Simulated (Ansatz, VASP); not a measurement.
Two plane-wave programs on Al3P5

```
Al P
1.0
     5.04746    0.00000    0.00000
     0.00000    5.04746    0.00000
     0.00000    0.00000    5.04746
Al P
3 5
Direct
  0.50000 0.00000 0.00000
  0.00000 0.50000 0.00000
  0.00000 0.00000 0.50000
  0.00000 0.50000 0.50000
  0.50000 0.00000 0.50000
  0.50000 0.50000 0.00000
  0.50000 0.50000 0.50000
  0.00000 0.00000 0.00000
```

Alike in both runs: functional PBE; k mesh 8 × 8 × 8; occupations gaussian, width 0.1 eV; no spin polarisation.

Ansatz relaxed the structure, and its values are those at the end. VASP's run is a single point on that final structure, the one shown.

|  | VASP | Ansatz |
| --- | --- | --- |
| version | VASP 6.6.1 | Ansatz 0.2.0 |
| potentials or method | VASP PAW PBE potentials, release 64 (Al, P), cutoff 520 eV | scalar-relativistic, plane waves, PAW |
| valence electrons in the cell | 34 | 34 |

VASP gave:

| Item | Value |
| --- | --- |
| gap on the k mesh at the Fermi level (eV) | none |
| pressure (GPa) | -0.1 |

Estimate Ansatz's values.

gap on the k mesh at the Fermi level (eV): none; pressure (GPa): 0.0.

A gap of «none» marks a metal or a gap that the smearing closes.
